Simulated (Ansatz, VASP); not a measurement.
**Ni: VASP beside Ansatz**

File POSCAR:

```
Ni
1.0
    0.0000000000      1.7669000000      1.7669000000
    1.7669000000      0.0000000000      1.7669000000
    1.7669000000      1.7669000000      0.0000000000
Ni
1
Direct
    0.0000000000      0.0000000000      0.0000000000
```

INCAR.step1

```
SYSTEM = Ni
PREC     = Accurate       ! precision mode
ENCUT    = 520            ! plane-wave cutoff, eV
ISMEAR   = -1             ! smearing method
SIGMA    = 0.1            ! smearing width, eV
LREAL    = .FALSE.        ! projectors in reciprocal space
LASPH    = .TRUE.         ! aspherical terms in the spheres
NELM     = 150            ! most SCF steps
ISPIN    = 2              ! spin polarisation
MAGMOM   = 2              ! initial moments
LMAXMIX  = 4              ! l up to which the mixer works
NBANDS   = 15             ! bands
GGA      = PE             ! functional
ALGO     = Normal         ! electronic algorithm
EDIFF    = 1E-4           ! SCF threshold, eV
LWAVE    = .TRUE.         ! write WAVECAR
LCHARG   = .FALSE.        ! write CHGCAR
```

INCAR.step2

```
SYSTEM = Ni
PREC     = Accurate       ! precision mode
ENCUT    = 520            ! plane-wave cutoff, eV
EDIFF    = 1E-6           ! SCF threshold, eV
ISMEAR   = -1             ! smearing method
SIGMA    = 0.1            ! smearing width, eV
LREAL    = .FALSE.        ! projectors in reciprocal space
LASPH    = .TRUE.         ! aspherical terms in the spheres
NELM     = 150            ! most SCF steps
ALGO     = Normal         ! electronic algorithm
ISIF     = 2              ! what is computed and relaxed
LWAVE    = .FALSE.        ! write WAVECAR
LCHARG   = .TRUE.         ! write CHGCAR
ISPIN    = 2              ! spin polarisation
MAGMOM   = 2              ! initial moments
LORBIT   = 11             ! projections on sites
LMAXMIX  = 4              ! l up to which the mixer works
METAGGA  = R2SCAN         ! meta-GGA
LMIXTAU  = .TRUE.       
LELF     = .TRUE.         ! ELF
LVHAR    = .TRUE.       
NBANDS   = 15             ! bands
ISTART   = 1
```

KPOINTS

```
Automatic mesh
0
G
  14 14 14
  0 0 0
```

Input for Ansatz:

```yaml
crystal:
  lattice:
    - [0.0, 1.7669, 1.7669]
    - [1.7669, 0.0, 1.7669]
    - [1.7669, 1.7669, 0.0]
  atoms:
    - { symbol: Ni, position: [0.0, 0.0, 0.0], spin: 2.0 }
magnetization:
  spin_polarized: true
hamiltonian:
  xc: r2scan
  pseudopotentials: { kind: paw }
basis:
  ecutwfc: 500
kpoints:
  mp_grid: { grid: [14, 14, 14] }
scf:
  occupations: { method: fermi_dirac, width: 0.1 }
  lower_state_search: "off"
output:
  forces: true
  stress: true
  write_density: true
  write_potential: true
  elf: true
  volumetric_format: npy
```

Alike in both runs: task single point; functional r2SCAN; k mesh 14 × 14 × 14; occupations fermi-dirac, width 0.1 eV; collinear spin.

|  | VASP | Ansatz |
| --- | --- | --- |
| version | VASP 6.6.1 | Ansatz 0.2.0 |
| potentials or method | VASP PAW PBE potentials, release 64 (Ni), cutoff 520 eV | PAW, plane waves, scalar-relativistic |
| valence electrons in the cell | 10 | 18 |

```tsv
	VASP	Ansatz	Ansatz less VASP
pressure (GPa)	-8.5	-9.0	-0.46
net moment per atom (μB)	0.74	0.76	+0.014
size of the moment on the site where the two differ most (μB)	0.77	0.83	+0.058
```

VASP's potentials were made for PBE, not for r2SCAN. Site moments also hang on the region over which each program counts them. VASP's potentials hold 10 valence electrons a cell and Ansatz's 18, so a difference there can come from the potentials and not from the codes. Ansatz's warnings: stability check not made.
